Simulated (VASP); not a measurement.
# Ti (P6_3/mmc) in VASP: settings compared

Aim: see how the results for Ti move with the level of theory and the settings. Levels: PBE, RPBE, BLYP. Tasks: single point.

Program: VASP 6.6.1. These are calculated values, not measurements. Logs are shortened: lines on timing, memory, paths and dates and some standing lists are left out, and cuts for length are marked.

## (1) The cell of the first run

It takes space group P6_3/mmc (No. 194, hexagonal). Conventional cell: a = 2.950 Å, b = 2.950 Å, c = 4.680 Å, α = 90.00°, β = 90.00°, γ = 120.00°. Ti (site symmetry -6m2) has 12 Ti at 2.89 to 2.95 Å within 3.8 Å.

## (2) Single point, PBE

The input, INCAR:

```
SYSTEM = Ti
ALGO = Normal ; EDIFF = 1E-6
ENCUT = 520 ; GGA = PE
ISIF = 2 ; ISMEAR = 0
LASPH = .True. ; LCHARG = .False.
LREAL = .False. ; LWAVE = .False.
NBANDS = 19 ; NELM = 100
PREC = Accurate ; SIGMA = 0.02
```

The input, KPOINTS:

```
k-points
0
Gamma
  10 10 6
  0 0 0
```

The input, POSCAR:

```
Ti
1.0
    2.9500000000      0.0000000000      0.0000000000
   -1.4750000000      2.5547749412      0.0000000000
    0.0000000000      0.0000000000      4.6800000000
Ti
2
Direct
    0.6666666667      0.3333333333      0.7500000000
    0.3333333333      0.6666666667      0.2500000000
```

Potentials or basis: VASP PAW PBE potentials, release 64 (Ti_sv).

The run is started by

```bash
cat potpaw_PBE.64/Ti_sv/POTCAR > POTCAR
mpirun -np 1 vasp_std > vasp.out
```

OUTCAR:

```text
SYSTEM = Ti
   EDIFF = 1E-6
   ENCUT = 520
   GGA = PE
   ISIF = 2
   ISMEAR = 0
   LASPH = .True.
   LREAL = .False.
   NELM = 100
   PREC = Accurate

 ion  position               nearest neighbor table
   1  0.667  0.333  0.750-   2 2.89   2 2.89   2 2.89   2 2.89   2 2.89   2 2.89
   2  0.333  0.667  0.250-   1 2.89   1 2.89   1 2.89   1 2.89   1 2.89   1 2.89

  LATTYP: Found a hexagonal cell.
 ALAT       =     2.9500000000
 C/A-ratio  =     1.5864406780

  Lattice vectors:

 A1 = (   2.9500000000,   0.0000000000,   0.0000000000)
 A2 = (  -1.4750000000,   2.5547749412,   0.0000000000)
 A3 = (   0.0000000000,   0.0000000000,   4.6800000000)

Analysis of symmetry for initial positions (statically):
=====================================================================
 Subroutine PRICEL returns:
 Original cell was already a primitive cell.

 Routine SETGRP: Setting up the symmetry group for a
 hexagonal supercell.

 Subroutine GETGRP returns: Found 24 space group operations
 (whereof 12 operations were pure point group operations)
 out of a pool of 24 trial point group operations.

The static configuration has the point symmetry D_3d.
 The point group associated with its full space group is D_6h.

Analysis of symmetry for dynamics (positions and initial velocities):
=====================================================================
 Subroutine PRICEL returns:
 Original cell was already a primitive cell.

 Routine SETGRP: Setting up the symmetry group for a
 hexagonal supercell.

 Subroutine GETGRP returns: Found 24 space group operations
 (whereof 12 operations were pure point group operations)
 out of a pool of 24 trial point group operations.

The dynamic configuration has the point symmetry D_3d.
 The point group associated with its full space group is D_6h.

 Subroutine INISYM returns: Found 24 space group operations
 (whereof 12 operations are pure point group operations),
 and found     1 'primitive' translations

----------------------------------------------------------------------------------------

                                     Primitive cell

  volume of cell :      35.2712

  direct lattice vectors                    reciprocal lattice vectors
     2.950000000  0.000000000  0.000000000     0.338983051  0.195711956  0.000000000
    -1.475000000  2.554774941  0.000000000     0.000000000  0.391423911  0.000000000
     0.000000000  0.000000000  4.680000000     0.000000000  0.000000000  0.213675214

  length of vectors
     2.950000000  2.950000000  4.680000000     0.391423911  0.391423911  0.213675214

  position of ions in fractional coordinates (direct lattice)
     0.666666667  0.333333333  0.750000000
     0.333333333  0.666666667  0.250000000

  ion indices of the primitive-cell ions
   primitive index   ion index
                 1           1
                 2           2

----------------------------------------------------------------------------------------

 KPOINTS: k-points

Automatic generation of k-mesh.
 Grid dimensions read from file:
 generate k-points for:   10   10    6

 Generating k-lattice:

  Cartesian coordinates                     Fractional coordinates (reciprocal lattice)
     0.033898305  0.019571196  0.000000000     0.100000000 -0.000000000  0.000000000
     0.000000000  0.039142391  0.000000000     0.000000000  0.100000000  0.000000000
     0.000000000  0.000000000  0.035612536     0.000000000  0.000000000  0.166666667

  Length of vectors
     0.039142391  0.039142391  0.035612536

  Shift w.r.t. Gamma in fractional coordinates (k-lattice)
     0.000000000  0.000000000  0.000000000

 Subroutine IBZKPT returns following result:
 ===========================================

 Found     56 irreducible k-points:

 Following reciprocal coordinates:
            Coordinates               Weight
  0.000000  0.000000  0.000000      1.000000
  0.100000  0.000000  0.000000      6.000000
  0.200000  0.000000  0.000000      6.000000
  0.300000  0.000000  0.000000      6.000000
  0.400000  0.000000  0.000000      6.000000
  0.500000  0.000000  0.000000      3.000000
[... 16 lines left out ...]
  0.300000  0.100000  0.166667     24.000000
  0.400000  0.100000  0.166667     24.000000
 [... further k-points ...]
   k-points           NKPTS =     56   k-points in BZ     NKDIM =     56   number of bands    NBANDS=     19
   number of dos      NEDOS =    301   number of ions     NIONS =      2
   total plane-waves  NPLWV =  20736
   dimension x,y,z NGX =    24 NGY =   24 NGZ =   36
   dimension x,y,z NGXF=    48 NGYF=   48 NGZF=   72
   ions per type =               2
   NGX,Y,Z   is equivalent  to a cutoff of  13.53, 13.53, 12.79 a.u.
   NGXF,Y,Z  is equivalent  to a cutoff of  27.05, 27.05, 25.58 a.u.
 SYSTEM =  Ti
   PREC   = accura    normal or accurate (medium, high low for compatibility)
   ISTART =      0    job   : 0-new  1-cont  2-samecut
   ICHARG =      2    charge: 1-file 2-atom 10-const
   ISPIN  =      1    spin polarized calculation?
   LNONCOLLINEAR =      F non collinear calculations
   LSORBIT =      F    spin-orbit coupling
   LASPH  =      T    aspherical Exc in radial PAW
   ENCUT  =  520.0 eV  38.22 Ry    6.18 a.u.   5.49  5.49  8.70*2*pi/ulx,y,z
   NELM   =    100;   NELMIN=  2; NELMDL= -5     # of ELM steps
   EDIFF  = 0.1E-05   stopping-criterion for ELM
   LREAL  =      F    real-space projection
   EDIFFG = 0.1E-04   stopping-criterion for IOM
   NSW    =      0    number of steps for IOM
   IBRION =     -1    ionic relax: 0-MD 1-quasi-New 2-CG
   NFREE  =      0    steps in history (QN), initial steepest desc. (CG)
   ISIF   =      2    stress and relaxation
   ISYM   =      2    0-nonsym 1-usesym 2-fastsym
   POTIM  = 0.5000    time-step for ionic-motion
   TEBEG  =    0.0;   TEEND  =   0.0 temperature during run
   PSTRESS=    0.0 pullay stress
   NELECT =      24.0000    total number of electrons
   NUPDOWN=      -1.0000    fix difference up-down
   EMIN   =  10.00;   EMAX   =-10.00  energy-range for DOS
   EFERMI =   0.00;   METHOD = LEGACY
   ISMEAR =     0;   SIGMA  =   0.02  broadening in eV -4-tet -1-fermi 0-gaus
   EFERMI_NEDOS =   21; number of points for ismear=-14 and -15
   IALGO  =     38    algorithm
   IMIX   =      4    mixing-type and parameters
     AMIX     =   0.40;   BMIX     =  1.00
     AMIX_MAG =   1.60;   BMIX_MAG =  1.00
  volume/ion in A,a.u.               =      17.64       119.01
  Fermi-wavevector in a.u.,A,eV,Ry     =   1.439920  2.721055 28.209912  2.073370
  Thomas-Fermi vector in A             =   2.558722
   LORBIT       =      0    0 simple, 1 ext, 2 COOP (PROOUT), +10 PAW based schemes
   GGA     = PE    functional components
   LHFCALC =     F    Hartree Fock is set to
   AEXX    =    0.0000 exact exchange contribution
   IVDW    =     0    specifies the selected vdW correction
   LEPSILON=     F    determine dielectric tensor
   LRPA    =     F    only Hartree local field effects (RPA)
 non-spin polarized calculation
 Gauss-broadening in eV      SIGMA  =   0.02
  energy-cutoff  :      520.00
  volume of cell :       35.27
 maximum number of plane-waves:       973
 NGX is ok and might be reduce to    24
   NGX = 11   NGY = 11   NGZ = 17

 number of electron      24.0000002 magnetization

 Free energy of the ion-electron system (eV)
  ---------------------------------------------------
  ext. energy  EPLUGINS =         0.00000000
  ---------------------------------------------------
  free energy    TOTEN  =       -15.66537123 eV

  energy without entropy =      -15.66462066  energy(sigma->0) =      -15.66499594

 E-fermi :   8.1500     XC(G=0): -11.4269

 val. band max:        8.1397688749   @ k =   0.2000   0.0000   0.3333
 cond. band min:       8.1516452851   @ k =   0.1000   0.1000   0.1667
 fundamental gap:      0.0118764101
 Fermi energy:         8.1500497106

 k-point     1 :       0.0000    0.0000    0.0000
  band No.  band energies     occupation
      1     -48.7207      2.00000
      2     -48.5931      2.00000
      3     -25.2897      2.00000
      4     -24.6761      2.00000
      5     -24.6761      2.00000
      6     -24.6188      2.00000
[... 11 lines left out ...]
     18       9.7723      0.00000
     19      11.2605      0.00000

 k-point     2 :       0.1000    0.0000    0.0000
  band No.  band energies     occupation
      1     -48.7115      2.00000
      2     -48.5895      2.00000
      3     -25.2691      2.00000
      4     -24.7184      2.00000
      5     -24.6902      2.00000
      6     -24.6276      2.00000
[... 11 lines left out ...]
     18       9.6260      0.00000
     19      11.3364      0.00000

 k-point     3 :       0.2000    0.0000    0.0000
  band No.  band energies     occupation
      1     -48.6868      2.00000
      2     -48.5807      2.00000
      3     -25.2113      2.00000
      4     -24.8300      2.00000
      5     -24.7365      2.00000
      6     -24.7254      2.00000
[... 11 lines left out ...]
     18      10.0655      0.00000
     19      11.4771      0.00000

 k-point     4 :       0.3000    0.0000    0.0000
  band No.  band energies     occupation
      1     -48.6541      2.00000
      2     -48.5718      2.00000
      3     -25.1288      2.00000
      4     -24.9695      2.00000
      5     -24.8687      2.00000
      6     -24.7670      2.00000
[... 11 lines left out ...]
     18      10.7202      0.00000
     19      11.5871      0.00000

 k-point     5 :       0.4000    0.0000    0.0000
  band No.  band energies     occupation
      1     -48.6240      2.00000
      2     -48.5682      2.00000
      3     -25.0831      2.00000
      4     -25.0434      2.00000
      5     -24.9719      2.00000
      6     -24.7996      2.00000
[... 11 lines left out ...]
     18      11.4393      0.00000
     19      11.6465      0.00000
[... 334 lines left out ...]
      2     -48.5908      2.00000
      3     -25.1979      2.00000
      4     -24.7727      2.00000
      5     -24.7616      2.00000
      6     -24.7048      2.00000
[... 11 lines left out ...]
     18      10.0768      0.00000
     19      11.3823      0.00000

 k-point    22 :       0.2000    0.1000    0.1667
  band No.  band energies     occupation
      1     -48.6597      2.00000
      2     -48.5807      2.00000
      3     -25.1474      2.00000
      4     -24.8893      2.00000
      5     -24.8557      2.00000
      6     -24.7504      2.00000
[... 11 lines left out ...]
     18      10.5877      0.00000
     19      11.4555      0.00000

 k-point    23 :       0.3000    0.1000    0.1667
  band No.  band energies     occupation
      1     -48.6296      2.00000
      2     -48.5731      2.00000
      3     -25.1171      2.00000
      4     -24.9939      2.00000
      5     -24.9291      2.00000
      6     -24.7964      2.00000
[... 11 lines left out ...]
     18      11.1409      0.00000
     19      11.6586      0.00000

 k-point    24 :       0.4000    0.1000    0.1667
  band No.  band energies     occupation
      1     -48.6077      2.00000
      2     -48.5716      2.00000
      3     -25.1451      2.00000
      4     -25.0378      2.00000
      5     -24.9376      2.00000
      6     -24.8173      2.00000
[... 11 lines left out ...]
     18      11.5216      0.00000
     19      12.2260      0.00000

 [... further k-points ...]
[... 5 lines left out ...]
  --------------------------------------------------------------------------------------
  -------------------------------------------------------------------------------------
  Total       -0.3459397     -0.3459397     -0.4044157     -0.0000000     -0.0000000      0.0000000
  in kB      -15.7141368    -15.7141368    -18.3703782     -0.0000000     -0.0000000      0.0000000
  external PRESSURE =     -16.5995506 kB  Pullay stress =       0.0000000 kB

 VOLUME and BASIS-vectors are now :
 -----------------------------------------------------------------------------
  energy-cutoff  :      520.00
  volume of cell :       35.27
      direct lattice vectors                 reciprocal lattice vectors
     2.950000000  0.000000000  0.000000000     0.338983051  0.195711956  0.000000000
    -1.475000000  2.554774941  0.000000000     0.000000000  0.391423911  0.000000000
     0.000000000  0.000000000  4.680000000     0.000000000  0.000000000  0.213675214

 POSITION                                       TOTAL-FORCE (eV/Angst)
 -----------------------------------------------------------------------------------
      1.47500      0.85159      3.51000        -0.000000      0.000000      0.000000
     -0.00000      1.70318      1.17000         0.000000     -0.000000      0.000000
 -----------------------------------------------------------------------------------
    total drift:                               -0.000000      0.000000     -0.000000

  FREE ENERGIE OF THE ION-ELECTRON SYSTEM (eV)
  ---------------------------------------------------
  free  energy   TOTEN  =       -15.6653712271 eV

  energy  without entropy=      -15.6646206575  energy(sigma->0) =      -15.66499594
```

Run time: 25 s. Hardware: 1 thread of Intel Xeon Platinum 8259CL at 2.50GHz (Skylake/Cascade Lake), shared host; peak memory 0.16 GiB.

Results:

```
Free energy            : -15.6654 eV
Pressure               : -1.7 GPa
Band gap on the k mesh : zero (band 12 reaches 8.94 eV, above the bottom of band 13 at 7.94 eV)
```

Stress tensor (GPa, compression positive):
```
-1.57  0.00  0.00
 0.00 -1.57  0.00
 0.00  0.00 -1.84
```

Levels at points of the mesh, in eV from the Fermi level:
```tsv
k point	band 8	band 9	band 10	band 11	band 12	band 13	band 14	band 15	band 16	band 17
(0.00, 0.00, 0.00)	-32.73	-6.15	-2.63	0.74	0.79	0.79	0.88	1.27	1.27	1.62
(0.50, 0.00, 0.00)	-32.80	-2.30	-2.09	-1.78	-0.61	0.51	0.63	1.17	3.30	3.51
(0.00, 0.00, 0.50)	-32.78	-4.31	-4.31	0.10	0.10	0.70	0.70	0.70	0.70	2.76
(0.50, 0.00, 0.50)	-32.88	-2.48	-2.48	-0.78	-0.78	1.31	1.31	1.72	1.72	3.43
```

## (3) Single point, RPBE

The input, INCAR:

```
ALGO     = Fast           # electronic algorithm
EDIFF    = 1E-7           # SCF threshold, eV
ENCUT    = 520            # plane-wave cutoff, eV
GGA      = RP             # functional
ISIF     = 2              # what is computed and relaxed
ISMEAR   = -1             # smearing method
LASPH    = True           # aspherical terms in the spheres
LCHARG   = True           # write CHGCAR
LELF     = True           # ELF
LREAL    = False          # projectors in reciprocal space
LVHAR    = True         
LWAVE    = False          # write WAVECAR
NBANDS   = 19             # bands
NELM     = 80             # most SCF steps
PREC     = Accurate       # precision mode
SIGMA    = 0.05           # smearing width, eV
```

The input, KPOINTS:

```
k-points
0
Gamma
  10 10 6
```

POSCAR is that of step 2.

Potentials or basis: VASP PAW PBE potentials, release 64 (Ti_sv).

The run is started by

```bash
cat potpaw_PBE.64/Ti_sv/POTCAR > POTCAR
mpirun -np 1 vasp_std > vasp.out
```

Run time: 1.8 min. Hardware: 1 thread of Intel Xeon Platinum 8259CL at 2.50GHz (Skylake/Cascade Lake), shared host; peak memory 0.16 GiB.

Results (log left out):

```yaml
Free_energy: -14.8832 eV
Pressure: 1.2 GPa
Band_gap_on_the_k_mesh: zero (band 12 reaches 9.07 eV, above the bottom of band 13 at 8.05 eV)
```

Stress tensor (GPa, compression positive):
```
1.34 0.00 0.00
0.00 1.34 0.00
0.00 0.00 1.03
```

Levels at points of the mesh, in eV from the Fermi level:
| k point | band 10 | band 11 | band 12 | band 13 | band 14 | band 15 |
| --- | --- | --- | --- | --- | --- | --- |
| (0.00, 0.00, 0.00) | -2.65 | 0.69 | 0.79 | 0.79 | 0.88 | 1.27 |
| (0.50, 0.00, 0.00) | -2.10 | -1.80 | -0.65 | 0.51 | 0.62 | 1.16 |
| (0.00, 0.00, 0.50) | -4.35 | 0.08 | 0.08 | 0.70 | 0.70 | 0.70 |
| (0.50, 0.00, 0.50) | -2.49 | -0.79 | -0.79 | 1.28 | 1.28 | 1.72 |

Caveat: the PAW data sets were made with another functional, which shifts forces and pressure a little.

## (4) Single point, PBE

The input, INCAR:

```
PREC = Accurate
ENCUT = 520
EDIFF = 1E-7
ISMEAR = 0
SIGMA = 0.013000000000000001
LREAL = False
LASPH = True
NELM = 100
ALGO = Normal
ISIF = 2
LWAVE = False
LCHARG = True
GGA = PE
LELF = True
LVHAR = True
NBANDS = 19
```

The input, KPOINTS:

```
Automatic mesh
0
Gamma
  10 10 6
```

POSCAR is that of step 3.

The run is started by

```bash
cat potpaw_PBE.64/Ti_sv/POTCAR > POTCAR
mpirun -np 1 vasp_std > vasp.out
```

Wall time 29 s (1 thread of Intel Xeon Platinum 8259CL at 2.50GHz (Skylake/Cascade Lake), shared host); peak memory 0.17 GiB.

Results (log left out):

* Free energy: -15.6651 eV
* Pressure: -1.7 GPa
* Band gap on the k mesh: zero (band 12 reaches 8.94 eV, above the bottom of band 13 at 7.94 eV)

Stress tensor (GPa, compression positive):
```
-1.58  0.00  0.00
 0.00 -1.58  0.00
 0.00  0.00 -1.87
```

Levels at points of the mesh, in eV from the Fermi level:
| k point | band 8 | band 9 | band 10 | band 11 | band 12 | band 13 | band 14 | band 15 | band 16 | band 17 |
| --- | --- | --- | --- | --- | --- | --- | --- | --- | --- | --- |
| (0.00, 0.00, 0.00) | -32.73 | -6.15 | -2.63 | 0.74 | 0.79 | 0.79 | 0.88 | 1.27 | 1.27 | 1.62 |
| (0.50, 0.00, 0.00) | -32.80 | -2.30 | -2.09 | -1.78 | -0.61 | 0.51 | 0.63 | 1.17 | 3.30 | 3.52 |
| (0.00, 0.00, 0.50) | -32.78 | -4.31 | -4.31 | 0.10 | 0.10 | 0.70 | 0.70 | 0.70 | 0.70 | 2.77 |
| (0.50, 0.00, 0.50) | -32.88 | -2.48 | -2.48 | -0.78 | -0.78 | 1.31 | 1.31 | 1.73 | 1.73 | 3.43 |

(Continued in part 2 of 2.)
